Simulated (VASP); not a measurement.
A run of VASP 6.6.1 is set up as follows.

The input INCAR:

```
ALGO = Normal
EDIFF = 1E-6
ENCUT = 520
GGA = CA
ISIF = 2
ISMEAR = 0
LASPH = True
LCHARG = False
LREAL = False
LWAVE = False
NBANDS = 16
NELM = 60
PREC = Accurate
SIGMA = 0.1
```

File KPOINTS:

```
k-points
0
Gamma
  12 12 12
```

POSCAR

```
InSb
1.0
    3.9645653389      0.0000000000      0.0000000000
    0.0000000000      3.9645653389      0.0000000000
    0.0000000000      0.0000000000      3.9645653389
In Sb
1 1
Direct
    0.0000000000      0.0000000000      0.0000000000
    0.5000000000      0.5000000000      0.5000000000
```

Potentials or basis: VASP PAW LDA potentials, release 64 (In_d, Sb).

Command:

```bash
$ cat potpaw_LDA.64/In_d/POTCAR potpaw_LDA.64/Sb/POTCAR > POTCAR
$ mpirun -np 1 vasp_std > vasp.out
```

Task: Predict the band gap on the k mesh.

Result: Zero (bands 9 and 10 overlap by 2.86 eV).

Task: Estimate the pressure.

Result: -7.5 GPa.

Caveat: the cell differs from its parent crystal (strained); the cell stands under tension; spin-orbit coupling is left out, which moves the levels of the heavy elements.
